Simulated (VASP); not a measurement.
# AlAs (F-43m) in VASP: further runs

The runs below take AlAs through single point, with r2SCAN, PBE.

Everything below comes from runs of VASP 6.6.1. Logs are shortened: lines on timing, memory, paths and dates and some standing lists are left out, and cuts for length are marked.

## 1. The cell of the first run

Symmetry: F-43m, No. 216, cubic system. The conventional cell has a = 5.562 Å, b = 5.562 Å, c = 5.562 Å, α = 90.00°, β = 90.00°, γ = 90.00°. Al (site symmetry -43m) has 4 As at 2.41 Å within 3.2 Å. Within 3.2 Å of As (site symmetry -43m) lie 4 Al at 2.41 Å.

## 2. Single point, r2SCAN (volume changed by -6%)

POSCAR reads:

```
AlAs
1.0
    0.0000000000      2.7809711389      2.7809711389
    2.7809711389      0.0000000000      2.7809711389
    2.7809711389      2.7809711389      0.0000000000
Al As
1 1
Direct
    0.0000000000      0.0000000000      0.0000000000
    0.2500000000      0.2500000000      0.2500000000
```

INCAR.step1 reads:

```
PREC = Accurate ; ENCUT = 550
ISMEAR = 0 ; SIGMA = 0.01
LREAL = F ; LASPH = T
NELM = 120 ; NBANDS = 11
GGA = PE ; ALGO = Normal
EDIFF = 1E-5 ; LWAVE = T
LCHARG = F ; GGA_COMPAT = F
```

INCAR.step2 reads:

```
PREC = Accurate ; ENCUT = 550
EDIFF = 1E-6 ; ISMEAR = 0
SIGMA = 0.01 ; LREAL = F
LASPH = T ; NELM = 120
ALGO = Normal ; ISIF = 2
LWAVE = F ; LCHARG = F
METAGGA = R2SCAN ; LMIXTAU = T
NBANDS = 11 ; ISTART = 1
GGA_COMPAT = F
```

KPOINTS reads:

```
regular mesh
0
Gamma
  6 6 6
```

Potentials or basis: VASP PAW PBE potentials, release 64 (Al, As).

Command:

```sh
> cat potpaw_PBE.64/Al/POTCAR potpaw_PBE.64/As/POTCAR > POTCAR
> cp INCAR.step1 INCAR
> mpirun -np 1 vasp_std > vasp.out
> cp INCAR.step2 INCAR
> mpirun -np 1 vasp_std > vasp.out
```

OUTCAR:

```text
PREC = Accurate
   ENCUT = 550
   EDIFF = 1E-6
   ISMEAR = 0
   LREAL = F
   LASPH = T
   NELM = 120
   ISIF = 2
   METAGGA = R2SCAN
   ISTART = 1

 ion  position               nearest neighbor table
   1  0.000  0.000  0.000-   2 2.41   2 2.41   2 2.41   2 2.41
   2  0.250  0.250  0.250-   1 2.41   1 2.41   1 2.41   1 2.41

  LATTYP: Found a face centered cubic cell.
 ALAT       =     5.5619422778

  Lattice vectors:

 A1 = (   0.0000000000,   2.7809711389,   2.7809711389)
 A2 = (   2.7809711389,   0.0000000000,   2.7809711389)
 A3 = (   2.7809711389,   2.7809711389,   0.0000000000)

Analysis of symmetry for initial positions (statically):
=====================================================================
 Subroutine PRICEL returns:
 Original cell was already a primitive cell.

 Routine SETGRP: Setting up the symmetry group for a
 face centered cubic supercell.

 Subroutine GETGRP returns: Found 24 space group operations
 (whereof 24 operations were pure point group operations)
 out of a pool of 48 trial point group operations.

The static configuration has the point symmetry T_d .

Analysis of symmetry for dynamics (positions and initial velocities):
=====================================================================
 Subroutine PRICEL returns:
 Original cell was already a primitive cell.

 Routine SETGRP: Setting up the symmetry group for a
 face centered cubic supercell.

 Subroutine GETGRP returns: Found 24 space group operations
 (whereof 24 operations were pure point group operations)
 out of a pool of 48 trial point group operations.

The dynamic configuration has the point symmetry T_d .

 Subroutine INISYM returns: Found 24 space group operations
 (whereof 24 operations are pure point group operations),
 and found     1 'primitive' translations

----------------------------------------------------------------------------------------

                                     Primitive cell

  volume of cell :      43.0150

  direct lattice vectors                    reciprocal lattice vectors
     0.000000000  2.780971139  2.780971139    -0.179793308  0.179793308  0.179793308
     2.780971139  0.000000000  2.780971139     0.179793308 -0.179793308  0.179793308
     2.780971139  2.780971139  0.000000000     0.179793308  0.179793308 -0.179793308

  length of vectors
     3.932887101  3.932887101  3.932887101     0.311411144  0.311411144  0.311411144

  position of ions in fractional coordinates (direct lattice)
     0.000000000  0.000000000  0.000000000
     0.250000000  0.250000000  0.250000000

  ion indices of the primitive-cell ions
   primitive index   ion index
                 1           1
                 2           2

----------------------------------------------------------------------------------------

 KPOINTS: regular mesh

Automatic generation of k-mesh.
 Grid dimensions read from file:
 generate k-points for:    6    6    6

 Generating k-lattice:

  Cartesian coordinates                     Fractional coordinates (reciprocal lattice)
    -0.029965551  0.029965551  0.029965551     0.166666667  0.000000000  0.000000000
     0.029965551 -0.029965551  0.029965551     0.000000000  0.166666667  0.000000000
     0.029965551  0.029965551 -0.029965551     0.000000000  0.000000000  0.166666667

  Length of vectors
     0.051901857  0.051901857  0.051901857

  Shift w.r.t. Gamma in fractional coordinates (k-lattice)
     0.000000000  0.000000000  0.000000000

 Subroutine IBZKPT returns following result:
 ===========================================

 Found     16 irreducible k-points:

 Following reciprocal coordinates:
            Coordinates               Weight
  0.000000  0.000000  0.000000      1.000000
  0.166667  0.000000  0.000000      8.000000
  0.333333  0.000000  0.000000      8.000000
  0.500000  0.000000  0.000000      4.000000
  0.166667  0.166667  0.000000      6.000000
  0.333333  0.166667  0.000000     24.000000
[... 8 lines left out ...]
 -0.333333  0.333333  0.166667     24.000000
 -0.333333  0.500000  0.166667     12.000000
   k-points           NKPTS =     16   k-points in BZ     NKDIM =     16   number of bands    NBANDS=     11
   number of dos      NEDOS =    301   number of ions     NIONS =      2
   total plane-waves  NPLWV =  27000
   dimension x,y,z NGX =    30 NGY =   30 NGZ =   30
   dimension x,y,z NGXF=    60 NGYF=   60 NGZF=   60
   ions per type =               1   1
   NGX,Y,Z   is equivalent  to a cutoff of  12.68, 12.68, 12.68 a.u.
   NGXF,Y,Z  is equivalent  to a cutoff of  25.36, 25.36, 25.36 a.u.
 SYSTEM =  unknown system
   PREC   = accura    normal or accurate (medium, high low for compatibility)
   ISTART =      1    job   : 0-new  1-cont  2-samecut
   ICHARG =      0    charge: 1-file 2-atom 10-const
   ISPIN  =      1    spin polarized calculation?
   LNONCOLLINEAR =      F non collinear calculations
   LSORBIT =      F    spin-orbit coupling
   LASPH  =      T    aspherical Exc in radial PAW
   ENCUT  =  550.0 eV  40.42 Ry    6.36 a.u.   7.52  7.52  7.52*2*pi/ulx,y,z
   NELM   =    120;   NELMIN=  2; NELMDL=  0     # of ELM steps
   EDIFF  = 0.1E-05   stopping-criterion for ELM
   LREAL  =      F    real-space projection
   EDIFFG = 0.1E-04   stopping-criterion for IOM
   NSW    =      0    number of steps for IOM
   IBRION =     -1    ionic relax: 0-MD 1-quasi-New 2-CG
   NFREE  =      0    steps in history (QN), initial steepest desc. (CG)
   ISIF   =      2    stress and relaxation
   ISYM   =      2    0-nonsym 1-usesym 2-fastsym
   POTIM  = 0.5000    time-step for ionic-motion
   TEBEG  =    0.0;   TEEND  =   0.0 temperature during run
   PSTRESS=    0.0 pullay stress
   NELECT =       8.0000    total number of electrons
   NUPDOWN=      -1.0000    fix difference up-down
   EMIN   =  10.00;   EMAX   =-10.00  energy-range for DOS
   EFERMI =   0.00;   METHOD = LEGACY
   ISMEAR =     0;   SIGMA  =   0.01  broadening in eV -4-tet -1-fermi 0-gaus
   EFERMI_NEDOS =   21; number of points for ismear=-14 and -15
   IALGO  =     38    algorithm
   IMIX   =      4    mixing-type and parameters
     AMIX     =   0.40;   BMIX     =  1.00
     AMIX_MAG =   1.60;   BMIX_MAG =  1.00
  volume/ion in A,a.u.               =      21.51       145.14
  Fermi-wavevector in a.u.,A,eV,Ry     =   0.934469  1.765891 11.881053  0.873233
  Thomas-Fermi vector in A             =   2.061277
   LORBIT       =      0    0 simple, 1 ext, 2 COOP (PROOUT), +10 PAW based schemes
   METAGGA = R2SCAN    functional components
   LHFCALC =     F    Hartree Fock is set to
   AEXX    =    0.0000 exact exchange contribution
   IVDW    =     0    specifies the selected vdW correction
   LEPSILON=     F    determine dielectric tensor
   LRPA    =     F    only Hartree local field effects (RPA)
 non-spin polarized calculation
 Gauss-broadening in eV      SIGMA  =   0.01
  energy-cutoff  :      550.00
  volume of cell :       43.01
 maximum number of plane-waves:      1283
   NGX = 15   NGY = 15   NGZ = 15

 number of electron       8.0000001 magnetization

 Free energy of the ion-electron system (eV)
  ---------------------------------------------------
  ext. energy  EPLUGINS =         0.00000000
  ---------------------------------------------------
  free energy    TOTEN  =       -22.64384521 eV

  energy without entropy =      -22.64384521  energy(sigma->0) =      -22.64384521

 E-fermi :   4.1862     XC(G=0):  -9.6581

 val. band max:        4.1296002444   @ k =   0.0000   0.0000   0.0000
 cond. band min:       5.8314782419   @ k =   0.5000   0.5000   0.0000
 fundamental gap:      1.7018779975
 Fermi energy:         4.1862044206

 k-point     1 :       0.0000    0.0000    0.0000
  band No.  band energies     occupation
      1      -8.5030      2.00000
      2       4.1296      2.00000
      3       4.1296      2.00000
      4       4.1296      2.00000
      5       7.3010      0.00000
      6       8.9393      0.00000
      7       8.9393      0.00000
      8       8.9393      0.00000
      9      13.7529      0.00000
     10      13.7529      0.00000
     11      14.2057      0.00000

 k-point     2 :       0.1667    0.0000    0.0000
  band No.  band energies     occupation
      1      -8.2025      2.00000
      2       2.0142      2.00000
      3       3.8475      2.00000
      4       3.8475      2.00000
      5       7.7968      0.00000
      6       9.4126      0.00000
      7       9.4126      0.00000
      8      10.1522      0.00000
      9      12.9532      0.00000
     10      12.9532      0.00000
     11      14.9372      0.00000

 k-point     3 :       0.3333    0.0000    0.0000
  band No.  band energies     occupation
      1      -7.4344      2.00000
      2      -0.6073      2.00000
      3       3.4155      2.00000
      4       3.4155      2.00000
      5       7.2413      0.00000
      6       9.5004      0.00000
      7       9.5004      0.00000
      8      12.5495      0.00000
      9      13.9183      0.00000
     10      13.9183      0.00000
     11      14.6121      0.00000

 k-point     4 :       0.5000    0.0000    0.0000
  band No.  band energies     occupation
      1      -6.8883      2.00000
      2      -1.8145      2.00000
      3       3.2406      2.00000
      4       3.2406      2.00000
      5       7.0018      0.00000
      6       9.2736      0.00000
      7       9.2736      0.00000
      8      12.6500      0.00000
      9      16.6887      0.00000
     10      16.7200      0.00000
     11      16.7200      0.00000

 k-point     5 :       0.1667    0.1667    0.0000
  band No.  band energies     occupation
      1      -8.1009      2.00000
      2       2.1825      2.00000
      3       3.2801      2.00000
      4       3.2801      2.00000
      5       7.8977      0.00000
      6       8.9936      0.00000
      7      10.4031      0.00000
      8      10.4031      0.00000
      9      11.7056      0.00000
     10      14.2878      0.00000
     11      16.0847      0.00000
[... 99 lines left out ...]
 k-point    13 :       0.5000    0.5000    0.0000
  band No.  band energies     occupation
      1      -6.2564      2.00000
      2      -1.6058      2.00000
      3       1.7645      2.00000
      4       1.7645      2.00000
      5       5.8315      0.00000
      6       6.8234      0.00000
      7      15.7529      0.00000
      8      15.7529      0.00000
      9      17.4838      0.00000
     10      17.7034      0.00000
     11      17.7034      0.00000

 k-point    14 :       0.5000    0.3333    0.1667
  band No.  band energies     occupation
      1      -6.8344      2.00000
      2      -0.7130      2.00000
      3       1.1902      2.00000
      4       2.3497      2.00000
      5       8.2468      0.00000
      6       9.3416      0.00000
      7       9.9223      0.00000
      8      12.9492      0.00000
      9      14.3753      0.00000
     10      15.9357      0.00000
     11      18.3733      0.00000

 k-point    15 :      -0.3333    0.3333    0.1667
  band No.  band energies     occupation
      1      -6.4141      2.00000
      2      -1.2637      2.00000
      3       0.7046      2.00000
      4       1.9316      2.00000
      5       8.5139      0.00000
      6       9.3693      0.00000
      7      11.6511      0.00000
      8      12.3168      0.00000
      9      13.4265      0.00000
     10      16.7765      0.00000
     11      18.1215      0.00000

 k-point    16 :      -0.3333    0.5000    0.1667
  band No.  band energies     occupation
      1      -6.2273      2.00000
      2      -1.3231      2.00000
      3       0.9295      2.00000
      4       1.2156      2.00000
      5       7.6887      0.00000
      6       8.7954      0.00000
      7      12.1186      0.00000
      8      12.8343      0.00000
      9      15.9544      0.00000
     10      17.5719      0.00000
     11      18.0247      0.00000

------------------------ aborting loop because EDIFF is reached ----------------------------------------

  FORCE on cell =-STRESS in cart. coord.  units (eV):
  Direction    XX          YY          ZZ          XY          YZ          ZX
  --------------------------------------------------------------------------------------
  -------------------------------------------------------------------------------------
  Total        1.4404610      1.4404610      1.4404610      0.0000000      0.0000000     -0.0000000
  in kB       53.6528327     53.6528327     53.6528327      0.0000000      0.0000000     -0.0000000
  external PRESSURE =      53.6528327 kB  Pullay stress =       0.0000000 kB

 VOLUME and BASIS-vectors are now :
 -----------------------------------------------------------------------------
  energy-cutoff  :      550.00
  volume of cell :       43.01
      direct lattice vectors                 reciprocal lattice vectors
     0.000000000  2.780971139  2.780971139    -0.179793308  0.179793308  0.179793308
     2.780971139  0.000000000  2.780971139     0.179793308 -0.179793308  0.179793308
     2.780971139  2.780971139  0.000000000     0.179793308  0.179793308 -0.179793308

 POSITION                                       TOTAL-FORCE (eV/Angst)
 -----------------------------------------------------------------------------------
      0.00000      0.00000      0.00000         0.000000      0.000000      0.000000
      1.39049      1.39049      1.39049        -0.000000     -0.000000     -0.000000
 -----------------------------------------------------------------------------------
    total drift:                                0.000000      0.000000      0.000000

  FREE ENERGIE OF THE ION-ELECTRON SYSTEM (eV)
  ---------------------------------------------------
  free  energy   TOTEN  =       -22.6438452132 eV

  energy  without entropy=      -22.6438452132  energy(sigma->0) =      -22.64384521
```

Wall time 36 s (1 thread of Intel Xeon Platinum 8488C (Sapphire Rapids), shared host); peak memory 0.16 GiB.

What came out:

- Free energy: -22.6438 eV
- Pressure: 5.4 GPa
- Band gap on the k mesh: 1.70 eV, indirect (least direct gap 3.17 eV)

Levels at points of the mesh, in eV from the valence-band top:
```tsv
k point	band 1	band 2	band 3	band 4	band 5	band 6	band 7	band 8
(0.00, 0.00, 0.00)	-12.63	0.00	0.00	0.00	3.17	4.81	4.81	4.81
(0.50, 0.00, 0.00)	-11.02	-5.94	-0.89	-0.89	2.87	5.14	5.14	8.52
(0.50, 0.50, 0.00)	-10.39	-5.74	-2.37	-2.37	1.70	2.69	11.62	11.62
```

Caveat: the PAW data sets were made with another functional, which shifts forces and pressure a little.

(Continued in part 2 of 2.)
